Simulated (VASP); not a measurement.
## MoS2: single point with PBEsol

Crystal: MoS2.

```
Mo S
1.0
     3.14139    0.00000    0.00000
    -1.57069    2.72052    0.00000
     0.00000    0.00000   12.33339
Mo S
2 4
Direct
  0.66667 0.33333 0.25000
  0.33333 0.66667 0.75000
  0.66667 0.33333 0.62368
  0.33333 0.66667 0.37632
  0.66667 0.33333 0.87632
  0.33333 0.66667 0.12368
```

This cell differs from its parent crystal: strain along c alone, the other axes held: -2.0 %, then relaxed in part.

```yaml
Program: VASP 6.6.1
Task: single point
Functional: PBEsol
Potentials_or_basis: VASP PAW PBE potentials, release 64 (Mo_sv, S)
Cutoff: 520 eV
k_mesh: 12 × 12 × 2
Occupations: gaussian, width 0.02 eV
Spin: no spin polarisation
```

- Pressure: 0.2 GPa
- Band gap on the k mesh: 0.88 eV, indirect (least direct gap 1.73 eV)

Stress tensor (GPa, compression positive):
```
0.11 0.00 0.00
0.00 0.11 0.00
0.00 0.00 0.52
```

Levels at points of the mesh, in eV from the valence-band top:
```tsv
k point	band 24	band 25	band 26	band 27	band 28	band 29
(0.00, 0.00, 0.00)	-1.23	-1.23	0.00	2.20	2.20	2.23
(0.50, 0.00, 0.00)	-1.48	-1.42	-1.31	1.71	1.76	2.10
(0.00, 0.00, 0.50)	-2.14	-0.29	-0.29	2.21	2.21	2.21
(0.50, 0.00, 0.50)	-1.57	-1.35	-1.35	1.73	1.73	2.25
```

It took 77 s on 1 thread of AMD EPYC 9R45 96-Core Processor (Zen 5) (shared host), peak memory 0.25 GiB.

Caveat: the cell differs from its parent crystal (strain along c alone, the other axes held: -2.0 %, then relaxed in part); the PAW data sets were made with another functional, which shifts forces and pressure a little; this functional lacks dispersion, which binds the layers, so the pressure and a relaxed spacing across them are unreliable. A k mesh can miss the band edges.
